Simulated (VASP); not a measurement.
The system is Ir.

```
Ir
1.0
     2.75138    0.00000    0.00000
    -1.37569    2.38276    0.00000
     0.00000    0.00000    4.46229
Ir
2
Direct
  0.33333 0.66667 0.25000
  0.66667 0.33333 0.75000
```

```yaml
Program: VASP 6.6.1
Task: relaxation of cell and atoms
Functional: PBE
Dispersion: D4
Potentials_or_basis: VASP PAW PBE potentials, release 64 (Ir)
Cutoff: 600 eV
k_mesh: 11 × 11 × 6
Occupations: fermi-dirac, width 0.05 eV
Spin: no spin polarisation
```

At the start: pressure -9.7 GPa; volume 14.63 Å³/atom.

Task: How do energy, volume and symmetry change on relaxing?

Result: Over 4 steps the energy falls by 12.5 meV/atom and the volume is 14.23 Å³/atom (-2.7 %); space group P6_3/mmc (No. 194, to 0.05 Å).

Step by step:
```tsv
step	energy change (eV)	largest force (eV/Å)	pressure (GPa)	volume (Å³)
1	0.0000	0.0000	-9.71	29.25
2	0.3736	0.0000	50.72	25.66
3	-0.0250	0.0000	-0.47	28.49
4	-0.0250	0.0000	-0.07	28.46
```

Final structure:
```
CELL_PARAMETERS angstrom
2.72658 0.00000 0.00000
-1.36329 2.36129 0.00000
0.00000 0.00000 4.42049
ATOMIC_POSITIONS crystal
Ir 0.33333 0.66667 0.25000
Ir 0.66667 0.33333 0.75000
```

Caveat: pairwise dispersion overbinds metals, which lowers pressure and volume.
